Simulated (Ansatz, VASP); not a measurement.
One calculation of GaN, two programs

```
Ga N
1.0
     3.16987    0.00000    0.00000
    -1.58493    2.74518    0.00000
     0.00000    0.00000    5.18500
Ga N
2 2
Direct
  0.33333 0.66667 0.00049
  0.66667 0.33333 0.50049
  0.33333 0.66667 0.37651
  0.66667 0.33333 0.87651
```

Alike in both runs: functional r2SCAN; k mesh 8 × 8 × 5; occupations gaussian, width 0.05 eV; no spin polarisation.

Ansatz relaxed the structure, and its values are those at the end. VASP's run is a single point on that final structure, the one shown.

|  | VASP | Ansatz |
| --- | --- | --- |
| version | VASP 6.6.1 | Ansatz 0.2.0 |
| potentials or method | VASP PAW PBE potentials, release 64 (Ga_d, N) | scalar-relativistic, plane waves, PAW |
| plane-wave cutoff (eV) | 520 | 500 |
| valence electrons in the cell | 36 | 36 |

|  | VASP | Ansatz | Ansatz less VASP |
| --- | --- | --- | --- |
| pressure (GPa) | 2.7 | 1.6 | -1.13 |
| rms of the force components (eV/Å) | 0.007 | 0.000 | -0.0071 |

VASP's potentials were made for PBE, not for r2SCAN. Ansatz's warnings: stress scf threshold loose.
